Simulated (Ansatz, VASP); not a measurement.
# Nb: VASP beside Ansatz

```xyz
1
Lattice="-1.6640 1.6640 1.6224 1.6640 -1.6640 1.6224 1.6640 1.6640 -1.6224" Properties=species:S:1:pos:R:3 pbc="T T T"
Nb    0.0000    0.0000    0.0000
```

Change from the starting cell: strain -0.0250 x Voigt [0, 0, 1, 0, 0, 0], atoms carried along.

Alike in both runs: task single point; functional PBEsol; k mesh 20 × 20 × 20; occupations gaussian, width 0.15 eV; no spin polarisation.

|  | VASP | Ansatz |
| --- | --- | --- |
| version | VASP 6.6.1 | Ansatz 0.2.0 |
| potentials or method | VASP PAW PBE potentials, release 64 (Nb_sv), cutoff 520 eV | scalar-relativistic, plane waves, PAW |
| valence electrons in the cell | 13 | 13 |

|  | VASP | Ansatz | Ansatz less VASP |
| --- | --- | --- | --- |
| gap on the k mesh at the Fermi level (eV) | none | none | - |
| pressure (GPa) | -4.8 | -4.5 | +0.29 |
| traceless stress, the component that is largest in VASP (GPa) | 1.82 | 1.83 | +0.005 |

VASP's potentials were made for PBE, not for PBEsol. A gap of «none» marks a metal or a gap that the smearing closes.
